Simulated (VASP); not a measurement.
Pd, 1 atom in the cell. It takes space group I4/mmm (No. 139, tetragonal). The conventional cell has a = 2.751 Å, b = 2.751 Å, c = 3.812 Å, α = 90.00°, β = 90.00°, γ = 90.00°. Within 3.6 Å of Pd (site symmetry 4/mmm) lie 12 Pd at 2.72 to 2.75 Å.  This cell differs from its parent crystal: zz strain of -2 %.

- Program: VASP 6.6.1
- Task: single point
- Functional: LDA
- Potentials or basis: VASP PAW LDA potentials, release 64 (Pd)
- Cutoff: 520 eV
- k mesh: 18 × 18 × 18
- Occupations: fermi-dirac, width 0.05 eV
- Spin: no spin polarisation
- Dipole correction: no
- Further INCAR settings: ALGO = Normal; EDIFF = 1e-06; NBANDS = 11

Potentials or basis: VASP PAW LDA potentials, release 64 (Pd).

The run is started by

```bash
$ cat potpaw_LDA.64/Pd/POTCAR > POTCAR
$ mpirun -np 1 vasp_std > vasp.out
```

Hardware: 1 thread of Intel Xeon 8259CL (shared host).

Question: How long does it take, and how much memory?

Answer: Wall time 64 s on 1 thread of Intel Xeon 8259CL (shared host), peak memory 0.18 GiB. Counts: scf iterations 11, k points 480.
